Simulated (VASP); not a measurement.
A run of VASP 6.6.1 is set up as follows.

INCAR

```
PREC = Accurate
ENCUT = 520
EDIFF = 1E-7
ISMEAR = -1
SIGMA = 0.08
LREAL = False
LASPH = True
NELM = 60
ALGO = Normal
ISIF = 2
LWAVE = False
LCHARG = False
GGA = PE
NBANDS = 13
```

Contents of KPOINTS:

```
Automatic mesh
0
Gamma
  15 15 15
```

The input POSCAR:

```
AlCo
1.0
    0.0000000000      2.2040486074      2.2040486074
    2.2040486074      0.0000000000      2.2040486074
    2.2040486074      2.2040486074      0.0000000000
Co Al
1 1
Direct
    0.0000000000      0.0000000000      0.0000000000
    0.5000000000      0.5000000000      0.5000000000
```

Potentials or basis: VASP PAW PBE potentials, release 64 (Co, Al).

Command:

```console
$ cat potpaw_PBE.64/Co/POTCAR potpaw_PBE.64/Al/POTCAR > POTCAR
$ mpirun -np 1 vasp_std > vasp.out
```

Task: What does it give for the pressure?

Result: 50.2 GPa.

Task: Estimate the band gap on the k mesh.

Result: Zero (band 6 reaches 11.79 eV, above the bottom of band 7 at 11.67 eV).

Spin polarisation is off, so any magnetic state and its effect on volume and gap are missing.
